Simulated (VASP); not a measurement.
Here is a VASP 6.6.1 calculation.

Contents of INCAR:

```
SYSTEM = Ga
PREC = Accurate
ENCUT = 520
EDIFF = 1E-6
ISMEAR = -1
SIGMA = 0.08
LREAL = .FALSE.
LASPH = .TRUE.
NELM = 60
ALGO = Normal
ISIF = 2
LWAVE = .FALSE.
LCHARG = .FALSE.
GGA = PS
NBANDS = 20
```

Contents of KPOINTS:

```
Automatic mesh
0
G
  16 16 16
  0 0 0
```

File POSCAR:

```
Ga
1.0
    0.0000000000      2.4293357295      2.4293357295
    2.4293357295      0.0000000000      2.4293357295
    2.4293357295      2.4293357295      0.0000000000
Ga
2
Direct
   -0.1250000000     -0.1250000000     -0.1250000000
    0.1250000000      0.1250000000      0.1250000000
```

Potentials or basis: VASP PAW PBE potentials, release 64 (Ga_d).

The run is started by

```bash
$ cat potpaw_PBE.64/Ga_d/POTCAR > POTCAR
$ mpirun -np 1 vasp_std > vasp.out
```

**Question.** What does it give for the band gap on the k mesh?

**Answer.** Zero (band 13 reaches 12.36 eV, above the bottom of band 14 at 4.34 eV).

**Question.** Estimate the pressure.

**Answer.** 72.6 GPa.

Caveat: the PAW data sets were made with another functional, which shifts forces and pressure a little.
